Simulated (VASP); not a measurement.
# CoSi11 (C2/m) in VASP: single point with PBEsol

Aim: the single point of CoSi11 with PBEsol.

Program: VASP 6.6.1. These are calculated values, not measurements. Logs are shortened: lines on timing, memory, paths and dates and some standing lists are left out, and cuts for length are marked.

## (1) The cell of the first run

It takes space group C2/m (No. 12, monoclinic). The conventional cell has a = 13.318 Å, b = 7.689 Å, c = 11.534 Å, α = 90.00°, β = 125.26°, γ = 90.00°. Within 3.1 Å of Co (site symmetry m) lie 3 Si at 2.33 to 2.36 Å and 1 Co at 2.66 Å. Si (site symmetry 1) has 3 Si at 2.32 to 2.35 Å and 1 Co at 2.36 Å within 3.1 Å. Si (site symmetry m) has 4 Si at 2.34 to 2.35 Å within 3.1 Å. Si (site symmetry m) has 1 Co at 2.33 Å and 3 Si at 2.35 Å within 3.1 Å. Within 3.1 Å of Si (site symmetry 1) lie 4 Si at 2.35 to 2.36 Å. Si (site symmetry m) has 4 Si at 2.35 Å within 3.1 Å. Si (site symmetry m) has 4 Si at 2.35 to 2.36 Å within 3.1 Å. Si (site symmetry 1) has 4 Si at 2.35 to 2.36 Å within 3.1 Å.

## (2) Single point, PBEsol

Input file INCAR:

```
ALGO = Normal
EDIFF = 1E-6
ENCUT = 600
GGA = PS
GGA_COMPAT = False
ISIF = 2
ISMEAR = 0
LASPH = True
LCHARG = True
LELF = True
LREAL = False
LVHAR = True
LWAVE = False
NBANDS = 71
NELM = 120
PREC = Accurate
SIGMA = 0.05
```

Input file KPOINTS:

```
k-points
0
Gamma
  3 3 3
```

Input file POSCAR:

```
CoSi11
1.0
    0.0000000000      8.1555000000      8.1555000000
    5.4370000000      0.0000000000      5.4370000000
    5.4370000000      5.4370000000      0.0000000000
Co Si
2 22
Direct
    0.0025717748      0.9861457510      0.9861457510
    0.0807615252      0.1388542490      0.1388542490
    0.9960626150      0.9946179554      0.5146665834
    0.9960626150      0.5146665834      0.9946179554
    0.9973210311      0.5026339199      0.5026339199
    0.3276960526      0.0017870018      0.0017870018
    0.3364672836      0.0002867398      0.4971663319
    0.3364672836      0.4971663319      0.0002867398
    0.3351789234      0.4986569854      0.4986569854
    0.6671257448      0.0026765081      0.0026765081
    0.6669001201      0.0007038944      0.4976922633
    0.6669001201      0.4976922633      0.0007038944
    0.6669787684      0.4999590970      0.4999590970
    0.0872706850      0.1303820446      0.6103334166
    0.0872706850      0.6103334166      0.1303820446
    0.0860122689      0.6223660801      0.6223660801
    0.4162075552      0.1223234919      0.1223234919
    0.4164331799      0.1242961056      0.6273077367
    0.4164331799      0.6273077367      0.1242961056
    0.4163545316      0.6250409030      0.6250409030
    0.7556372474      0.1232129982      0.1232129982
    0.7468660164      0.1247132602      0.6278336681
    0.7468660164      0.6278336681      0.1247132602
    0.7481543766      0.6263430146      0.6263430146
```

Potentials or basis: VASP PAW PBE potentials, release 64 (Co, Si).

Launch:

```
cat potpaw_PBE.64/Co/POTCAR potpaw_PBE.64/Si/POTCAR > POTCAR
mpirun -np 1 vasp_std > vasp.out
```

OUTCAR:

```text
EDIFF = 1E-6
   ENCUT = 600
   GGA = PS
   ISIF = 2
   ISMEAR = 0
   LASPH = True
   LREAL = False
   NELM = 120
   PREC = Accurate

 ion  position               nearest neighbor table
   1  0.003  0.986  0.986-  21 2.33  15 2.36  14 2.36   2 2.66
   2  0.081  0.139  0.139-   6 2.33   4 2.36   3 2.36   1 2.66
   3  0.996  0.995  0.515-  14 2.32  16 2.34  22 2.35   2 2.36
   4  0.996  0.515  0.995-  15 2.32  16 2.34  23 2.35   2 2.36
   5  0.997  0.503  0.503-  16 2.34  15 2.34  14 2.34  24 2.35
   6  0.328  0.002  0.002-   2 2.33  17 2.35  18 2.35  19 2.35
[... 16 lines left out ...]
  23  0.747  0.628  0.125-   4 2.35  12 2.35  10 2.35  13 2.36
  24  0.748  0.626  0.626-   5 2.35  11 2.35  12 2.35  13 2.35

  LATTYP: Found a face centered orthorhombic cell.
 ALAT       =     7.6890791386
 B/A-ratio  =     1.7320508076
 C/A-ratio  =     2.4494897428

  Lattice vectors:

 A1 = (   0.0000000000,   8.1555000000,   8.1555000000)
 A2 = (  -5.4370000000,   2.7185000000,   8.1555000000)
 A3 = (   5.4370000000,   0.0000000000,   5.4370000000)

Analysis of symmetry for initial positions (statically):
=====================================================================
 Subroutine PRICEL returns:
 Original cell was already a primitive cell.

 Routine SETGRP: Setting up the symmetry group for a
 face centered orthorhombic supercell.

 Subroutine GETGRP returns: Found  4 space group operations
 (whereof  2 operations were pure point group operations)
 out of a pool of  8 trial point group operations.

The static configuration has the point symmetry C_1h.
 The point group associated with its full space group is C_2h.

Analysis of symmetry for dynamics (positions and initial velocities):
=====================================================================
 Subroutine PRICEL returns:
 Original cell was already a primitive cell.

 Routine SETGRP: Setting up the symmetry group for a
 face centered orthorhombic supercell.

 Subroutine GETGRP returns: Found  4 space group operations
 (whereof  2 operations were pure point group operations)
 out of a pool of  8 trial point group operations.

The dynamic configuration has the point symmetry C_1h.
 The point group associated with its full space group is C_2h.

 Subroutine INISYM returns: Found  4 space group operations
 (whereof  2 operations are pure point group operations),
 and found     1 'primitive' translations

----------------------------------------------------------------------------------------

                                     Primitive cell

  volume of cell :     482.1690

  direct lattice vectors                    reciprocal lattice vectors
     0.000000000  8.155500000  8.155500000    -0.061308320  0.061308320  0.061308320
     5.437000000  0.000000000  5.437000000     0.091962479 -0.091962479  0.091962479
     5.437000000  5.437000000  0.000000000     0.091962479  0.091962479 -0.091962479

  length of vectors
    11.533618708  7.689079139  7.689079139     0.106189124  0.159283687  0.159283687

  position of ions in fractional coordinates (direct lattice)
     0.002571775  0.986145751  0.986145751
     0.080761525  0.138854249  0.138854249
     0.996062615  0.994617955  0.514666583
     0.996062615  0.514666583  0.994617955
     0.997321031  0.502633920  0.502633920
     0.327696053  0.001787002  0.001787002
[... 16 lines left out ...]
     0.746866016  0.627833668  0.124713260
     0.748154377  0.626343015  0.626343015

  ion indices of the primitive-cell ions
   primitive index   ion index
                 1           1
                 2           2
                 3           3
                 4           4
                 5           5
                 6           6
[... 16 lines left out ...]
                23          23
                24          24

----------------------------------------------------------------------------------------

 KPOINTS: k-points

Automatic generation of k-mesh.
 Grid dimensions read from file:
 generate k-points for:    3    3    3

 Generating k-lattice:

  Cartesian coordinates                     Fractional coordinates (reciprocal lattice)
    -0.020436107  0.020436107  0.020436107     0.333333333  0.000000000  0.000000000
     0.030654160 -0.030654160  0.030654160     0.000000000  0.333333333  0.000000000
     0.030654160  0.030654160 -0.030654160     0.000000000  0.000000000  0.333333333

  Length of vectors
     0.035396375  0.053094562  0.053094562

  Shift w.r.t. Gamma in fractional coordinates (k-lattice)
     0.000000000  0.000000000  0.000000000

 Subroutine IBZKPT returns following result:
 ===========================================

 Found     10 irreducible k-points:

 Following reciprocal coordinates:
            Coordinates               Weight
  0.000000  0.000000  0.000000      1.000000
  0.333333  0.000000  0.000000      2.000000
  0.000000  0.333333  0.000000      4.000000
  0.333333  0.000000  0.333333      4.000000
 -0.333333  0.333333  0.000000      4.000000
  0.000000  0.333333  0.333333      2.000000
 -0.333333  0.333333  0.333333      2.000000
  0.333333  0.333333  0.333333      2.000000
  0.000000 -0.333333  0.333333      2.000000
  0.333333 -0.333333  0.333333      4.000000
   k-points           NKPTS =     10   k-points in BZ     NKDIM =     10   number of bands    NBANDS=     71
   number of dos      NEDOS =    301   number of ions     NIONS =     24
   total plane-waves  NPLWV = 393216
   dimension x,y,z NGX =    96 NGY =   64 NGZ =   64
   dimension x,y,z NGXF=   192 NGYF=  128 NGZF=  128
   ions per type =               2  22
   NGX,Y,Z   is equivalent  to a cutoff of  13.84, 13.84, 13.84 a.u.
   NGXF,Y,Z  is equivalent  to a cutoff of  27.67, 27.67, 27.67 a.u.
 SYSTEM =  unknown system
   PREC   = accura    normal or accurate (medium, high low for compatibility)
   ISTART =      0    job   : 0-new  1-cont  2-samecut
   ICHARG =      2    charge: 1-file 2-atom 10-const
   ISPIN  =      1    spin polarized calculation?
   LNONCOLLINEAR =      F non collinear calculations
   LSORBIT =      F    spin-orbit coupling
   LASPH  =      T    aspherical Exc in radial PAW
   ENCUT  =  600.0 eV  44.10 Ry    6.64 a.u.  23.04 15.36 15.36*2*pi/ulx,y,z
   NELM   =    120;   NELMIN=  2; NELMDL= -5     # of ELM steps
   EDIFF  = 0.1E-05   stopping-criterion for ELM
   LREAL  =      F    real-space projection
   EDIFFG = 0.1E-04   stopping-criterion for IOM
   NSW    =      0    number of steps for IOM
   IBRION =     -1    ionic relax: 0-MD 1-quasi-New 2-CG
   NFREE  =      0    steps in history (QN), initial steepest desc. (CG)
   ISIF   =      2    stress and relaxation
   ISYM   =      2    0-nonsym 1-usesym 2-fastsym
   POTIM  = 0.5000    time-step for ionic-motion
   TEBEG  =    0.0;   TEEND  =   0.0 temperature during run
   PSTRESS=    0.0 pullay stress
   NELECT =     106.0000    total number of electrons
   NUPDOWN=      -1.0000    fix difference up-down
   EMIN   =  10.00;   EMAX   =-10.00  energy-range for DOS
   EFERMI =   0.00;   METHOD = LEGACY
   ISMEAR =     0;   SIGMA  =   0.05  broadening in eV -4-tet -1-fermi 0-gaus
   EFERMI_NEDOS =   21; number of points for ismear=-14 and -15
   IALGO  =     38    algorithm
   IMIX   =      4    mixing-type and parameters
     AMIX     =   0.40;   BMIX     =  1.00
     AMIX_MAG =   1.60;   BMIX_MAG =  1.00
  volume/ion in A,a.u.               =      20.09       135.58
  Fermi-wavevector in a.u.,A,eV,Ry     =   0.988046  1.867136 13.282474  0.976234
  Thomas-Fermi vector in A             =   2.119544
   LORBIT       =      0    0 simple, 1 ext, 2 COOP (PROOUT), +10 PAW based schemes
   GGA     = PS    functional components
   LHFCALC =     F    Hartree Fock is set to
   AEXX    =    0.0000 exact exchange contribution
   IVDW    =     0    specifies the selected vdW correction
   LEPSILON=     F    determine dielectric tensor
   LRPA    =     F    only Hartree local field effects (RPA)
 non-spin polarized calculation
 Gauss-broadening in eV      SIGMA  =   0.05
  energy-cutoff  :      600.00
  volume of cell :      482.17
 maximum number of plane-waves:     16109
 NGX is ok and might be reduce to    96
   NGX = 47   NGY = 31   NGZ = 31

 number of electron     106.0000001 magnetization

 Free energy of the ion-electron system (eV)
  ---------------------------------------------------
  ext. energy  EPLUGINS =         0.00000000
  ---------------------------------------------------
  free energy    TOTEN  =      -137.54811313 eV

  energy without entropy =     -137.53923705  energy(sigma->0) =     -137.54367509

 E-fermi :   5.3984     XC(G=0):  -9.5907

 val. band max:        5.3882631513   @ k =   0.3333  -0.3333   0.3333
 cond. band min:       5.4108390572   @ k =   0.0000  -0.3333   0.3333
 fundamental gap:      0.0225759058
 Fermi energy:         5.3984379989

 k-point     1 :       0.0000    0.0000    0.0000
  band No.  band energies     occupation
      1      -6.2939      2.00000
      2      -5.0287      2.00000
      3      -4.8169      2.00000
      4      -4.0901      2.00000
      5      -3.9914      2.00000
      6      -3.7849      2.00000
[... 57 lines left out ...]
     64       7.4234      0.00000
     65       7.4414      0.00000

 k-point     2 :       0.3333    0.0000    0.0000
  band No.  band energies     occupation
      1      -6.1638      2.00000
      2      -5.6006      2.00000
      3      -4.2113      2.00000
      4      -4.0428      2.00000
      5      -4.0177      2.00000
      6      -3.8119      2.00000
[... 57 lines left out ...]
     64       7.3353      0.00000
     65       7.3725      0.00000

 k-point     3 :       0.0000    0.3333    0.0000
  band No.  band energies     occupation
      1      -5.9546      2.00000
      2      -5.0844      2.00000
      3      -4.8691      2.00000
      4      -4.4703      2.00000
      5      -4.2896      2.00000
      6      -4.0658      2.00000
[... 465 lines left out ...]
     64       8.1923      0.00000
     65       8.4193      0.00000

 k-point    10 :       0.3333   -0.3333    0.3333
  band No.  band energies     occupation
      1      -5.4013      2.00000
      2      -5.3616      2.00000
      3      -5.1655      2.00000
      4      -4.7124      2.00000
      5      -4.4322      2.00000
      6      -4.2021      2.00000
[... 57 lines left out ...]
     64       8.2709      0.00000
     65       8.6488      0.00000
 [bands above 65 left out]

------------------------ aborting loop because EDIFF is reached ----------------------------------------

  FORCE on cell =-STRESS in cart. coord.  units (eV):
  Direction    XX          YY          ZZ          XY          YZ          ZX
  --------------------------------------------------------------------------------------
  -------------------------------------------------------------------------------------
  Total       -7.5765242     -6.5751878     -6.5751878      0.7801529      0.7135486      0.7801554
  in kB      -25.1756877    -21.8483925    -21.8483925      2.5923347      2.3710183      2.5923429
  external PRESSURE =     -22.9574909 kB  Pullay stress =       0.0000000 kB

 VOLUME and BASIS-vectors are now :
 -----------------------------------------------------------------------------
  energy-cutoff  :      600.00
  volume of cell :      482.17
      direct lattice vectors                 reciprocal lattice vectors
     0.000000000  8.155500000  8.155500000    -0.061308320  0.061308320  0.061308320
     5.437000000  0.000000000  5.437000000     0.091962479 -0.091962479  0.091962479
     5.437000000  5.437000000  0.000000000     0.091962479  0.091962479 -0.091962479

 POSITION                                       TOTAL-FORCE (eV/Angst)
 -----------------------------------------------------------------------------------
     10.72335      5.38265      5.38265         0.650181      0.650164      0.650164
      1.50990      1.41360      1.41360        -0.650181     -0.650164     -0.650164
      8.20598     10.92163     13.53113        -0.614389     -0.659140      0.672679
      8.20598     13.53113     10.92163        -0.614389      0.672679     -0.659140
      5.46564     10.86647     10.86647         0.062113      0.001540      0.001540
      0.01943      2.68224      2.68224         0.636204     -0.467199     -0.467199
[... 16 lines left out ...]
      4.09160      6.76913      9.50460         0.015296      0.057450     -0.030046
      6.81085      9.50700      9.50700        -0.022166     -0.002337     -0.002337
 -----------------------------------------------------------------------------------
    total drift:                                0.000000      0.000000      0.000000

  FREE ENERGIE OF THE ION-ELECTRON SYSTEM (eV)
  ---------------------------------------------------
  free  energy   TOTEN  =      -137.5481131347 eV

  energy  without entropy=     -137.5392370499  energy(sigma->0) =     -137.54367509
```

Wall time 21 min (1 thread of Oxide Virtual Turin-like, shared host); peak memory 0.86 GiB.

Results:

```
Free energy            : -137.5481 eV
Pressure               : -2.3 GPa
Largest force          : 1.126 eV/Å
Band gap on the k mesh : zero (bands 53 and 54 overlap by 0.16 eV)
```

Forces on the atoms (eV/Å):
```
Co   0.650  0.650  0.650
Co  -0.650 -0.650 -0.650
Si  -0.614 -0.659  0.673
Si  -0.614  0.673 -0.659
Si   0.062  0.002  0.002
Si   0.636 -0.467 -0.467
Si  -0.015  0.030 -0.057
Si  -0.015 -0.057  0.030
Si   0.022  0.002  0.002
Si  -0.162 -0.021 -0.021
Si   0.033  0.148 -0.011
Si   0.033 -0.011  0.148
Si  -0.023 -0.026 -0.026
Si   0.614  0.659 -0.673
Si   0.614 -0.673  0.659
Si  -0.062 -0.002 -0.002
Si   0.162  0.021  0.021
Si  -0.033 -0.148  0.011
Si  -0.033  0.011 -0.148
Si   0.023  0.026  0.026
Si  -0.636  0.467  0.467
Si   0.015 -0.030  0.057
Si   0.015  0.057 -0.030
Si  -0.022 -0.002 -0.002
```

Levels at points of the mesh, in eV from the Fermi level:
```csv
k point,band 49,band 50,band 51,band 52,band 53,band 54,band 55,band 56,band 57,band 58
"(0.00, 0.00, 0.00)",-0.49,-0.32,-0.30,-0.22,-0.18,-0.11,0.34,1.04,1.06,1.08
```

Caveat: the PAW data sets were made with another functional, which shifts forces and pressure a little. Spin polarisation is off, so any magnetic state and its effect on volume and gap are missing.

The gap in the log of VASP goes by the Fermi energy; the results here count the filled bands.